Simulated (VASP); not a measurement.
# SnSe (NiAs type): single point with PBE

SnSe (NiAs type):

```
Sn Se
1.0
     3.52669    0.00000    0.00000
    -1.76334    3.05420    0.00000
     0.00000    0.00000    7.72152
Sn Se
2 2
Direct
  0.00000 0.00000 0.00000
  0.00000 0.00000 0.50000
  0.33333 0.66667 0.25000
  0.66667 0.33333 0.75000
```

```
Program                : VASP 6.6.1
Task                   : single point
Functional             : PBE
Potentials or basis    : VASP PAW PBE potentials, release 64 (Sn_d, Se)
Cutoff                 : 520 eV
k mesh                 : 10 × 10 × 6
Occupations            : fermi-dirac, width 0.08 eV
Spin                   : no spin polarisation
Dipole correction      : no
Further INCAR settings : ALGO = Normal; EDIFF = 1e-06; NBANDS = 28
```

The pressure is 20.1 GPa. The band gap on the k mesh is zero (band 20 reaches 10.89 eV, above the bottom of band 21 at 7.95 eV).

Levels at points of the mesh, in eV from the Fermi level:
```tsv
k point	band 17	band 18	band 19	band 20	band 21	band 22	band 23	band 24
(0.00, 0.00, 0.00)	-1.39	-1.04	-1.04	1.94	3.05	4.41	4.41	4.60
(0.50, 0.00, 0.00)	-3.34	-1.95	-1.94	-0.81	-0.59	0.37	1.75	3.44
(0.00, 0.00, 0.50)	-1.21	-1.21	-0.87	-0.87	3.72	3.72	4.42	4.42
(0.50, 0.00, 0.50)	-3.93	-3.93	-2.78	-2.78	2.30	2.30	2.60	2.60
```

Run time: 78 s on 1 thread of AMD EPYC 9R45 96-Core Processor (Zen 5) (shared host), peak memory 0.24 GiB.

Caveat: spin-orbit coupling is left out, which moves the levels of the heavy elements.
